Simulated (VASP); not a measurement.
The system is SrO.

```
Sr O
1.0
     3.10287   -0.08936    0.00000
    -0.08936    3.10287    0.00000
     0.00000    0.00000    3.10287
Sr O
1 1
Cartesian
  0.0000 0.0000 0.0000
  1.5068 1.5068 1.5514
```

This cell differs from its parent crystal: shear xy strain -5.8%.

Base run:

- Program: VASP 6.6.1
- Functional: r2SCAN
- Potentials or basis: VASP PAW PBE potentials, release 64 (Sr_sv, O)
- Cutoff: 520 eV
- k mesh: 8 × 8 × 8
- Occupations: gaussian, width 0.01 eV
- Spin: no spin polarisation

Its results: band gap on the k mesh 3.25 eV, indirect (least direct gap 3.30 eV); pressure 1.2 GPa.

Q: The run is repeated on the same cell with these changes: functional from r2SCAN to PBE; occupations from gaussian, width 0.01 eV to fermi-dirac, width 0.02 eV. What comes out?

A: Band gap on the k mesh 2.76 eV, indirect (least direct gap 2.81 eV); pressure 4.0 GPa.

Caveats: the PAW data sets were made with another functional, which shifts forces and pressure a little (some runs).

A k mesh can miss the band edges.
